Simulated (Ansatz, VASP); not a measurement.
**One calculation of Re, two programs**

```xyz
1
Lattice="0.0000 1.9449 1.9449 1.9449 0.0000 1.9449 1.9449 1.9449 0.0000" Properties=species:S:1:pos:R:3 pbc="T T T"
Re    0.0000    0.0000    0.0000
```

Alike in both runs: task relaxation of cell and atoms; functional RPBE; k mesh 14 × 14 × 14; occupations fermi-dirac, width 0.1 eV; no spin polarisation.

|  | VASP | Ansatz |
| --- | --- | --- |
| version | VASP 6.6.1 | Ansatz 0.2.0 |
| potentials or method | VASP PAW PBE potentials, release 64 (Re), cutoff 600 eV | plane waves (420 eV) with PAW, scalar-relativistic |
| valence electrons in the cell | 7 | 15 |

```csv
,VASP,Ansatz,Ansatz less VASP
relaxed volume (Å³/atom),15.14,15.17,+0.029
relaxed length of the cell vector where the two differ most in proportion (Å),2.777,2.778,+0.0018
```

VASP's potentials were made for PBE, not for RPBE. VASP's potentials hold 7 valence electrons a cell and Ansatz's 15, so a difference there can come from the potentials and not from the codes.

Neither program's run includes spin-orbit coupling.
